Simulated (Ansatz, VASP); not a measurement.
## Two plane-wave programs on InSb3

The input INCAR:

```
PREC     = Accurate       # precision mode
ENCUT    = 520            # plane-wave cutoff, eV
EDIFF    = 1E-7           # SCF threshold, eV
ISMEAR   = 0              # smearing method
SIGMA    = 0.15           # smearing width, eV
LREAL    = False          # projectors in reciprocal space
LASPH    = True           # aspherical terms in the spheres
NELM     = 100            # most SCF steps
ALGO     = Normal         # electronic algorithm
ISIF     = 2              # what is computed and relaxed
LWAVE    = False          # write WAVECAR
LCHARG   = True           # write CHGCAR
GGA      = PE             # functional
IVDW     = 12             # dispersion correction
LELF     = True           # ELF
LVHAR    = True         
NBANDS   = 22             # bands
```

The input KPOINTS:

```
Automatic mesh
0
Gamma
  10 10 10
```

Contents of POSCAR:

```
InSb3
1.0
    4.3546479838      0.0000000000      0.0000000000
    0.0000000000      4.3546479838      0.0000000000
    0.0000000000      0.0000000000      4.5439805049
In Sb
1 3
Direct
    0.0000000000      0.0000000000      0.0000000000
    0.5000000000      0.0000000000      0.5000000000
    0.0000000000      0.5000000000      0.5000000000
    0.5000000000      0.5000000000      0.0000000000
```

Input for Ansatz:

```yaml
crystal:
  lattice:
    - [4.3546479838, 0.0, 0.0]
    - [0.0, 4.3546479838, 0.0]
    - [0.0, 0.0, 4.5439805049]
  atoms:
    - { symbol: In, position: [0.0, 0.0, 0.0] }
    - { symbol: Sb, position: [0.5, 0.0, 0.5] }
    - { symbol: Sb, position: [0.0, 0.5, 0.5] }
    - { symbol: Sb, position: [0.5, 0.5, 0.0] }
basis:
  ecutwfc: 420
kpoints:
  mp_grid: { grid: [10, 10, 10] }
hamiltonian:
  xc: pbe
  dispersion: d3bj
scf:
  occupations: { method: gaussian, width: 0.15 }
output:
  forces: true
  stress: true
  eigenvalues: true
```

Change from the starting cell: strain -0.080 along x and y, -0.040 along z, atoms carried along.

Alike in both runs: task single point; functional PBE; dispersion D3(BJ); k mesh 10 × 10 × 10; occupations gaussian, width 0.15 eV; no spin polarisation.

|  | VASP | Ansatz |
| --- | --- | --- |
| version | VASP 6.6.1 | Ansatz 0.2.0 |
| potentials or method | VASP PAW PBE potentials, release 64 (In_d, Sb), cutoff 520 eV | scalar-relativistic, plane waves, PAW |
| valence electrons in the cell | 28 | 58 |

|  | VASP | Ansatz | Ansatz less VASP |
| --- | --- | --- | --- |
| gap on the k mesh at the Fermi level (eV) | none | none | - |
| pressure (GPa) | 19.6 | 19.5 | -0.02 |
| traceless stress, the component that is largest in VASP (GPa) | -0.43 | -0.42 | +0.009 |

A gap of «none» marks a metal or a gap that the smearing closes. VASP's potentials hold 28 valence electrons a cell and Ansatz's 58, so a difference there can come from the potentials and not from the codes.

Spin-orbit coupling is off throughout.
